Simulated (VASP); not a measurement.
# NaI in VASP: a series of runs, part 2 of 2

VASP 6.6.1.

## 3. Single point, PBEsol

File INCAR:

```
ALGO     = Normal         # electronic algorithm
EDIFF    = 1E-6           # SCF threshold, eV
ENCUT    = 520            # plane-wave cutoff, eV
GGA      = PS             # functional
ISIF     = 2              # what is computed and relaxed
ISMEAR   = 0              # smearing method
LASPH    = True           # aspherical terms in the spheres
LCHARG   = False          # write CHGCAR
LREAL    = False          # projectors in reciprocal space
LWAVE    = False          # write WAVECAR
NBANDS   = 14             # bands
NELM     = 60             # most SCF steps
PREC     = Accurate       # precision mode
SIGMA    = 0.01           # smearing width, eV
```

File KPOINTS:

```
k-points
0
Gamma
  4 4 4
```

File POSCAR:

```
NaI
1.0
    0.0000000000      3.2364000000      3.2364000000
    3.2364000000      0.0000000000      3.2364000000
    3.2364000000      3.2364000000      0.0000000000
Na I
1 1
Direct
    0.0000000000      0.0000000000      0.0000000000
    0.5100000000      0.5000000000      0.5000000000
```

Potentials or basis: VASP PAW PBE potentials, release 64 (Na_pv, I).

The run is started by

```bash
$ cat potpaw_PBE.64/Na_pv/POTCAR potpaw_PBE.64/I/POTCAR > POTCAR
$ mpirun -np 1 vasp_std > vasp.out
```

OUTCAR:

```text
EDIFF = 1E-6
   ENCUT = 520
   GGA = PS
   ISIF = 2
   ISMEAR = 0
   LASPH = True
   LREAL = False
   NELM = 60
   PREC = Accurate

 ion  position               nearest neighbor table
   1  0.000  0.000  0.000-
   2  0.510  0.500  0.500-

  LATTYP: Found a face centered cubic cell.
 ALAT       =     6.4728000000

  Lattice vectors:

 A1 = (   0.0000000000,   3.2364000000,   3.2364000000)
 A2 = (   3.2364000000,   0.0000000000,   3.2364000000)
 A3 = (   3.2364000000,   3.2364000000,   0.0000000000)

Analysis of symmetry for initial positions (statically):
=====================================================================
 Subroutine PRICEL returns:
 Original cell was already a primitive cell.

 Routine SETGRP: Setting up the symmetry group for a
 face centered cubic supercell.

 Subroutine GETGRP returns: Found  4 space group operations
 (whereof  4 operations were pure point group operations)
 out of a pool of 48 trial point group operations.

The static configuration has the point symmetry C_2v.

Analysis of symmetry for dynamics (positions and initial velocities):
=====================================================================
 Subroutine PRICEL returns:
 Original cell was already a primitive cell.

 Routine SETGRP: Setting up the symmetry group for a
 face centered cubic supercell.

 Subroutine GETGRP returns: Found  4 space group operations
 (whereof  4 operations were pure point group operations)
 out of a pool of 48 trial point group operations.

The dynamic configuration has the point symmetry C_2v.

 Subroutine INISYM returns: Found  4 space group operations
 (whereof  4 operations are pure point group operations),
 and found     1 'primitive' translations

----------------------------------------------------------------------------------------

                                     Primitive cell

[... 110 lines left out ...]
   AEXX    =    0.0000 exact exchange contribution
   IVDW    =     0    specifies the selected vdW correction
   LEPSILON=     F    determine dielectric tensor
   LRPA    =     F    only Hartree local field effects (RPA)
 non-spin polarized calculation
 Gauss-broadening in eV      SIGMA  =   0.01
  energy-cutoff  :      520.00
  volume of cell :       67.80
 maximum number of plane-waves:      1850
 NGX is ok and might be reduce to    36
   NGX = 17   NGY = 17   NGZ = 17

 number of electron      13.9999993 magnetization

 Free energy of the ion-electron system (eV)
  ---------------------------------------------------
  ext. energy  EPLUGINS =         0.00000000
  ---------------------------------------------------
  free energy    TOTEN  =        -5.65970931 eV

  energy without entropy =       -5.65970931  energy(sigma->0) =       -5.65970931

 E-fermi :   0.7885     XC(G=0):  -7.8422

 val. band max:        0.7227089372   @ k =   0.0000   0.0000   0.0000
 cond. band min:       4.2267571273   @ k =   0.0000   0.0000   0.0000
 fundamental gap:      3.5040481901
 Fermi energy:         0.7885466490

 k-point     1 :       0.0000    0.0000    0.0000
  band No.  band energies     occupation
      1     -21.5310      2.00000
      2     -21.5309      2.00000
      3     -21.5309      2.00000
      4     -10.3330      2.00000
      5       0.7219      2.00000
      6       0.7227      2.00000
      7       0.7227      2.00000
      8       4.2268      0.00000
      9       8.5655      0.00000
     10       8.5656      0.00000
     11       8.5666      0.00000
     12      10.4375      0.00000
     13      10.4384      0.00000
     14      10.9562      0.00000
[... 275 lines left out ...]
      1     -21.5339      2.00000
      2     -21.5339      2.00000
      3     -21.5328      2.00000
      4      -9.9303      2.00000
      5      -0.7134      2.00000
      6      -0.7126      2.00000
      7      -0.2251      2.00000
      8       6.5099      0.00000
      9       8.0802      0.00000
     10       8.0807      0.00000
     11       8.5375      0.00000
     12      12.5916      0.00000
     13      12.5940      0.00000
     14      13.3785      0.00000

------------------------ aborting loop because EDIFF is reached ----------------------------------------

  FORCE on cell =-STRESS in cart. coord.  units (eV):
  Direction    XX          YY          ZZ          XY          YZ          ZX
  --------------------------------------------------------------------------------------
  -------------------------------------------------------------------------------------
  Total       -0.1778762     -0.1698781     -0.1698781     -0.0000000     -0.0015112      0.0000000
  in kB       -4.2035069     -4.0144991     -4.0144991     -0.0000000     -0.0357120      0.0000000
  external PRESSURE =      -4.0775017 kB  Pullay stress =       0.0000000 kB

 VOLUME and BASIS-vectors are now :
 -----------------------------------------------------------------------------
  energy-cutoff  :      520.00
  volume of cell :       67.80
      direct lattice vectors                 reciprocal lattice vectors
     0.000000000  3.236400000  3.236400000    -0.154492646  0.154492646  0.154492646
     3.236400000  0.000000000  3.236400000     0.154492646 -0.154492646  0.154492646
     3.236400000  3.236400000  0.000000000     0.154492646  0.154492646 -0.154492646

 POSITION                                       TOTAL-FORCE (eV/Angst)
 -----------------------------------------------------------------------------------
      0.00000      0.00000      0.00000         0.000000      0.027379      0.027379
      3.23640      3.26876      3.26876        -0.000000     -0.027379     -0.027379
 -----------------------------------------------------------------------------------
    total drift:                                0.000000     -0.000021     -0.000021

  FREE ENERGIE OF THE ION-ELECTRON SYSTEM (eV)
  ---------------------------------------------------
  free  energy   TOTEN  =        -5.6597093100 eV

  energy  without entropy=       -5.6597093100  energy(sigma->0) =       -5.65970931
```

stdout:

```text
POSCAR found type information on POSCAR NaI
 POSCAR found :  2 types and       2 ions
 scaLAPACK will be used
 -----------------------------------------------------------------------------
|                                                                             |
|                                                                             |
|     You enforced a specific xc type in the INCAR file but a different       |
|     I HOPE YOU KNOW WHAT YOU ARE DOING!                                     |
|                                                                             |
 -----------------------------------------------------------------------------

 LDA part: xc-table for (Slater+PW92), standard interpolation
 POSCAR, INCAR and KPOINTS ok, starting setup
 FFT: planning ... GRIDC
 FFT: planning ... GRID_SOFT
 FFT: planning ... GRID
 WAVECAR not read
 entering main loop
```

It took 6.1 s on 1 thread of Intel Xeon 6975P-C (Granite Rapids), shared host; peak memory 0.21 GiB.

What came out:

```yaml
Free_energy: -5.6597 eV
Pressure: -0.4 GPa
Largest_force: 0.039 eV/Å
Band_gap_on_the_k_mesh: 3.50 eV, direct
```

Forces in eV/Å, atoms in the order of the input:
```
Na   0.000  0.027  0.027
I    0.000 -0.027 -0.027
```

Caveat: the k points lie up to 0.42 Å⁻¹ apart; the PAW data sets were made with another functional, which shifts forces and pressure a little; spin-orbit coupling is left out, which moves the levels of the heavy elements.

## 4. Single point, PBEsol

File INCAR:

```
  PREC = Accurate
  ENCUT = 520
  EDIFF = 1E-6
  ISMEAR = 0
  SIGMA = 0.01
  LREAL = False
  LASPH = True
  NELM = 80
  ALGO = Normal
  ISIF = 2
  LWAVE = False
  LCHARG = False
  GGA = PS
  NBANDS = 14
```

File KPOINTS:

```
regular mesh
0
Gamma
  4 4 4
```

Changes to POSCAR since step 3:

```diff
@@ -9,2 +9,2 @@
     0.0000000000      0.0000000000      0.0000000000
-    0.5100000000      0.5000000000      0.5000000000
+    0.5200000000      0.5000000000      0.5000000000
```

Potentials or basis: VASP PAW PBE potentials, release 64 (Na_pv, I).

The run is started by

```bash
$ cat potpaw_PBE.64/Na_pv/POTCAR potpaw_PBE.64/I/POTCAR > POTCAR
$ mpirun -np 1 vasp_std > vasp.out
```

OUTCAR:

```text
PREC = Accurate
   ENCUT = 520
   EDIFF = 1E-6
   ISMEAR = 0
   LREAL = False
   LASPH = True
   NELM = 80
   ISIF = 2
   GGA = PS

 ion  position               nearest neighbor table
   1  0.000  0.000  0.000-   2 3.17   2 3.17
   2  0.520  0.500  0.500-   1 3.17   1 3.17

  LATTYP: Found a face centered cubic cell.
 ALAT       =     6.4728000000

  Lattice vectors:

 A1 = (   0.0000000000,   3.2364000000,   3.2364000000)
 A2 = (   3.2364000000,   0.0000000000,   3.2364000000)
 A3 = (   3.2364000000,   3.2364000000,   0.0000000000)

Analysis of symmetry for initial positions (statically):
=====================================================================
 Subroutine PRICEL returns:
 Original cell was already a primitive cell.

 Routine SETGRP: Setting up the symmetry group for a
 face centered cubic supercell.

 Subroutine GETGRP returns: Found  4 space group operations
 (whereof  4 operations were pure point group operations)
 out of a pool of 48 trial point group operations.

The static configuration has the point symmetry C_2v.

Analysis of symmetry for dynamics (positions and initial velocities):
=====================================================================
 Subroutine PRICEL returns:
 Original cell was already a primitive cell.

 Routine SETGRP: Setting up the symmetry group for a
 face centered cubic supercell.

 Subroutine GETGRP returns: Found  4 space group operations
 (whereof  4 operations were pure point group operations)
 out of a pool of 48 trial point group operations.

The dynamic configuration has the point symmetry C_2v.

 Subroutine INISYM returns: Found  4 space group operations
 (whereof  4 operations are pure point group operations),
 and found     1 'primitive' translations

----------------------------------------------------------------------------------------

                                     Primitive cell

  volume of cell :      67.7980

  direct lattice vectors                    reciprocal lattice vectors
[... 109 lines left out ...]
   LEPSILON=     F    determine dielectric tensor
   LRPA    =     F    only Hartree local field effects (RPA)
 non-spin polarized calculation
 Gauss-broadening in eV      SIGMA  =   0.01
  energy-cutoff  :      520.00
  volume of cell :       67.80
 maximum number of plane-waves:      1850
 NGX is ok and might be reduce to    36
   NGX = 17   NGY = 17   NGZ = 17

 number of electron      13.9999993 magnetization

 Free energy of the ion-electron system (eV)
  ---------------------------------------------------
  ext. energy  EPLUGINS =         0.00000000
  ---------------------------------------------------
  free energy    TOTEN  =        -5.65704085 eV

  energy without entropy =       -5.65704085  energy(sigma->0) =       -5.65704085

 E-fermi :   0.7889     XC(G=0):  -7.8414

 val. band max:        0.7223486587   @ k =   0.0000   0.0000   0.0000
 cond. band min:       4.2274956318   @ k =   0.0000   0.0000   0.0000
 fundamental gap:      3.5051469731
 Fermi energy:         0.7889495578

 k-point     1 :       0.0000    0.0000    0.0000
  band No.  band energies     occupation
      1     -21.5297      2.00000
      2     -21.5294      2.00000
      3     -21.5294      2.00000
      4     -10.3337      2.00000
      5       0.7191      2.00000
      6       0.7223      2.00000
      7       0.7223      2.00000
      8       4.2275      0.00000
      9       8.5648      0.00000
     10       8.5653      0.00000
     11       8.5692      0.00000
     12      10.4400      0.00000
     13      10.4439      0.00000
     14      10.9530      0.00000
[... 275 lines left out ...]
      1     -21.5327      2.00000
      2     -21.5324      2.00000
      3     -21.5313      2.00000
      4      -9.9310      2.00000
      5      -0.7152      2.00000
      6      -0.7121      2.00000
      7      -0.2249      2.00000
      8       6.5112      0.00000
      9       8.0782      0.00000
     10       8.0804      0.00000
     11       8.5386      0.00000
     12      12.5899      0.00000
     13      12.5996      0.00000
     14      13.3858      0.00000

------------------------ aborting loop because EDIFF is reached ----------------------------------------

  FORCE on cell =-STRESS in cart. coord.  units (eV):
  Direction    XX          YY          ZZ          XY          YZ          ZX
  --------------------------------------------------------------------------------------
  -------------------------------------------------------------------------------------
  Total       -0.1800557     -0.1481008     -0.1481008      0.0000000     -0.0060917      0.0000000
  in kB       -4.2550128     -3.4998663     -3.4998663      0.0000000     -0.1439572      0.0000000
  external PRESSURE =      -3.7515818 kB  Pullay stress =       0.0000000 kB

 VOLUME and BASIS-vectors are now :
 -----------------------------------------------------------------------------
  energy-cutoff  :      520.00
  volume of cell :       67.80
      direct lattice vectors                 reciprocal lattice vectors
     0.000000000  3.236400000  3.236400000    -0.154492646  0.154492646  0.154492646
     3.236400000  0.000000000  3.236400000     0.154492646 -0.154492646  0.154492646
     3.236400000  3.236400000  0.000000000     0.154492646  0.154492646 -0.154492646

 POSITION                                       TOTAL-FORCE (eV/Angst)
 -----------------------------------------------------------------------------------
      0.00000      0.00000      0.00000        -0.000000      0.055137      0.055137
      3.23640      3.30113      3.30113         0.000000     -0.055137     -0.055137
 -----------------------------------------------------------------------------------
    total drift:                                0.000000     -0.000065     -0.000065

  FREE ENERGIE OF THE ION-ELECTRON SYSTEM (eV)
  ---------------------------------------------------
  free  energy   TOTEN  =        -5.6570408473 eV

  energy  without entropy=       -5.6570408473  energy(sigma->0) =       -5.65704085
```

stdout:

```text
POSCAR found type information on POSCAR NaI
 POSCAR found :  2 types and       2 ions
 scaLAPACK will be used
 -----------------------------------------------------------------------------
|                                                                             |
|                                                                             |
|     You enforced a specific xc type in the INCAR file but a different       |
|     I HOPE YOU KNOW WHAT YOU ARE DOING!                                     |
|                                                                             |
 -----------------------------------------------------------------------------

 LDA part: xc-table for (Slater+PW92), standard interpolation
 POSCAR, INCAR and KPOINTS ok, starting setup
 FFT: planning ... GRIDC
 FFT: planning ... GRID_SOFT
 FFT: planning ... GRID
 WAVECAR not read
 entering main loop
```

Wall time 6.3 s (1 thread of Intel Xeon 6975P-C (Granite Rapids), shared host); peak memory 0.2 GiB.

What came out:

* Free energy: -5.6570 eV
* Pressure: -0.4 GPa
* Largest force: 0.078 eV/Å
* Band gap on the k mesh: 3.51 eV, direct

Forces on the atoms (eV/Å):
```
Na   0.000  0.055  0.055
I    0.000 -0.055 -0.055
```

Levels at points of the mesh, in eV from the valence-band top:
| k point | band 5 | band 6 | band 7 | band 8 | band 9 | band 10 |
| --- | --- | --- | --- | --- | --- | --- |
| (0.00, 0.00, 0.00) | 0.00 | 0.00 | 0.00 | 3.51 | 7.84 | 7.84 |
| (0.50, 0.00, 0.00) | -2.22 | -0.29 | -0.29 | 4.95 | 7.37 | 7.37 |
| (0.00, 0.50, 0.00) | -2.22 | -0.29 | -0.29 | 4.94 | 7.37 | 7.37 |
| (0.50, 0.50, 0.00) | -1.94 | -0.76 | -0.76 | 4.44 | 5.42 | 9.71 |
| (0.00, 0.50, 0.50) | -1.94 | -0.76 | -0.76 | 4.44 | 5.42 | 9.72 |

Caveat: the k points lie up to 0.42 Å⁻¹ apart; the PAW data sets were made with another functional, which shifts forces and pressure a little; spin-orbit coupling is left out, which moves the levels of the heavy elements. As with any semilocal functional, this PBEsol gap is likely too small.
